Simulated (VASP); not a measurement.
Wanted: the native input for a VASP 6.6.1 run.

- Task: single point
- Functional: PBE
- Potentials or basis: VASP PAW PBE potentials, release 64 (K_sv, Re)
- Cutoff: 520 eV
- k mesh: 6 × 6 × 4
- Occupations: gaussian, width 0.1 eV
- Spin: no spin polarisation
- Dipole correction: no
- Further INCAR settings: ALGO = Normal; EDIFF = 1e-06; NBANDS = 33

The structure of KRe lies in POSCAR:

```
KRe
1.0
    5.4949602879      0.0000000000      0.0000000000
   -2.7474801439      4.7587752021      0.0000000000
    0.0000000000      0.0000000000      5.8155567661
K Re
3 3
Direct
    0.5000000000      0.0000000000      0.0000000000
    0.5000000000      0.5000000000      0.0000000000
    0.0000000000      0.5000000000      0.0000000000
    0.0000000000      0.0000000000      0.0000000000
    0.3333333333      0.6666666667      0.5000000000
    0.6666666667      0.3333333333      0.5000000000
```

One way to write it, as run:

INCAR

```
PREC = Accurate ; ENCUT = 520
EDIFF = 1E-6 ; ISMEAR = 0
SIGMA = 0.1 ; LREAL = False
LASPH = True ; NELM = 60
ALGO = Normal ; ISIF = 2
LWAVE = False ; LCHARG = True
GGA = PE ; LELF = True
LVHAR = True ; NBANDS = 33
```

KPOINTS

```
Automatic mesh
0
Gamma
  6 6 4
```

Potentials or basis: VASP PAW PBE potentials, release 64 (K_sv, Re).

Command:

```sh
$ cat potpaw_PBE.64/K_sv/POTCAR potpaw_PBE.64/Re/POTCAR > POTCAR
$ mpirun -np 1 vasp_std > vasp.out
```

It gave:

```yaml
Pressure: 0.4 GPa
Band_gap_on_the_k_mesh: zero (bands 24 and 25 overlap by 0.69 eV)
```

Caveat: spin-orbit coupling is left out, which moves the levels of the heavy elements.

Wall time 2 min on 1 thread of Intel(R) Xeon(R) 6975P-C (Granite Rapids), on a shared host, peak memory 0.32 GiB.
